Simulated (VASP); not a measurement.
A run of VASP 6.6.1:

INCAR

```
SYSTEM = Ge
ALGO = Normal
EDIFF = 1E-7
EDIFFG = -0.04
ENCUT = 600
GGA = PE
IBRION = 2
ISIF = 3
ISMEAR = 0
IVDW = 12
LASPH = .True.
LCHARG = .False.
LREAL = .False.
LWAVE = .False.
NELM = 60
NSW = 90
PREC = Accurate
SIGMA = 0.1
```

Contents of KPOINTS:

```
k-points
0
Gamma
  6 6 6
  0 0 0
```

Contents of POSCAR:

```
Ge
1.0
    4.0817968235      0.0000000000      0.0000000000
   -2.0408984118      3.5349397422      0.0000000000
    0.0000000000      0.0000000000      3.3030267976
Ge
2
Direct
    0.6666666667      0.3333333333      0.1488938273
    0.3333333333      0.6666666667      0.8511061727
```

Potentials or basis: VASP PAW PBE potentials, release 64 (Ge_d).

Command:

```bash
$ cat potpaw_PBE.64/Ge_d/POTCAR > POTCAR
$ mpirun -np 1 vasp_std > vasp.out
```

Hardware: 1 thread of Intel(R) Xeon(R) Platinum 8488C (Sapphire Rapids), on a shared host.

Question: Estimate the wall time of this run.

Answer: Run time: 57 s on 1 thread of Intel(R) Xeon(R) Platinum 8488C (Sapphire Rapids), on a shared host, peak memory 0.21 GiB. Counts: scf iterations 20, k points 34, ion steps 2.
